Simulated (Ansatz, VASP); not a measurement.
One calculation of Sn, two programs

```xyz
2
Lattice="0.0000 3.4521 3.4521 3.4521 0.0000 3.4521 3.4521 3.4521 0.0000" Properties=species:S:1:pos:R:3 pbc="T T T"
Sn    3.4521    3.4521    3.4521
Sn    5.1781    5.1781    5.1781
```

Alike in both runs: task single point; functional BLYP; k mesh 13 × 13 × 13; occupations fermi-dirac, width 0.1 eV; no spin polarisation.

```csv
,VASP,Ansatz
version,VASP 6.6.1,Ansatz 0.2.0
potentials or method,"VASP PAW PBE potentials, release 64 (Sn_d), cutoff 520 eV","plane waves (420 eV) with PAW, scalar-relativistic"
valence electrons in the cell,28,28
```

VASP gave:

- pressure (GPa): -1.1

Q: Estimate Ansatz's values.

A: Pressure (GPa): -1.0.

VASP's potentials were made for PBE, not for BLYP.
